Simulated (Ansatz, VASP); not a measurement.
One calculation of MgTe5, two programs

INCAR

```
  ALGO = Normal
  EDIFF = 1E-6
  ENCUT = 520
  GGA = PE
  ISIF = 2
  ISMEAR = 0
  LASPH = T
  LCHARG = F
  LREAL = F
  LWAVE = F
  NBANDS = 25
  NELM = 100
  PREC = Accurate
  SIGMA = 0.1
```

File KPOINTS:

```
k-points
0
Gamma
  4 4 4
```

File POSCAR:

```
MgTe5
1.0
    0.0000000000      4.5970552100      4.5970552100
    4.5970552100      0.0000000000      4.5970552100
    4.5970552100      4.5970552100      0.0000000000
Mg Te
1 5
Direct
    0.5000000000      0.5000000000      0.5000000000
    0.8739529700      0.8739529700      0.8739529700
    0.8739529700      0.8739529700      0.3781411000
    0.8739529700      0.3781411000      0.8739529700
    0.3781411000      0.8739529700      0.8739529700
    0.2500000000      0.2500000000      0.2500000000
```

Input for Ansatz:

```yaml
crystal:
  lattice:
    - [0.0, 4.59705521, 4.59705521]
    - [4.59705521, 0.0, 4.59705521]
    - [4.59705521, 4.59705521, 0.0]
  atoms:
    - { symbol: Mg, position: [0.5, 0.5, 0.5] }
    - { symbol: Te, position: [0.87395297, 0.87395297, 0.87395297] }
    - { symbol: Te, position: [0.87395297, 0.87395297, 0.3781411] }
    - { symbol: Te, position: [0.87395297, 0.3781411, 0.87395297] }
    - { symbol: Te, position: [0.3781411, 0.87395297, 0.87395297] }
    - { symbol: Te, position: [0.25, 0.25, 0.25] }
basis:
  ecutwfc: 420
kpoints:
  mp_grid: { grid: [4, 4, 4] }
hamiltonian:
  xc: pbe
scf:
  occupations: { method: gaussian, width: 0.1 }
  lower_state_search: "off"
output:
  forces: true
  stress: true
  eigenvalues: true
```

Alike in both runs: task single point; functional PBE; k mesh 4 × 4 × 4; occupations gaussian, width 0.1 eV; no spin polarisation.

|  | VASP | Ansatz |
| --- | --- | --- |
| version | VASP 6.6.1 | Ansatz 0.2.0 |
| potentials or method | VASP PAW PBE potentials, release 64 (Mg, Te), cutoff 520 eV | scalar-relativistic, plane waves, PAW |
| valence electrons in the cell | 32 | 90 |

|  | VASP | Ansatz | Ansatz less VASP |
| --- | --- | --- | --- |
| gap on the k mesh at the Fermi level (eV) | none | none | - |
| pressure (GPa) | -1.7 | -1.7 | +0.06 |
| rms of the force components (eV/Å) | 0.061 | 0.061 | +0.0008 |

Atom by atom the forces differ by 0.001 eV/Å (rms over components). A gap of «none» marks a metal or a gap that the smearing closes. The functional is the same, so the differences come from potentials, cutoffs and numerics. VASP's potentials hold 32 valence electrons a cell and Ansatz's 90, so a difference there can come from the potentials and not from the codes.

Neither program's run includes spin-orbit coupling.
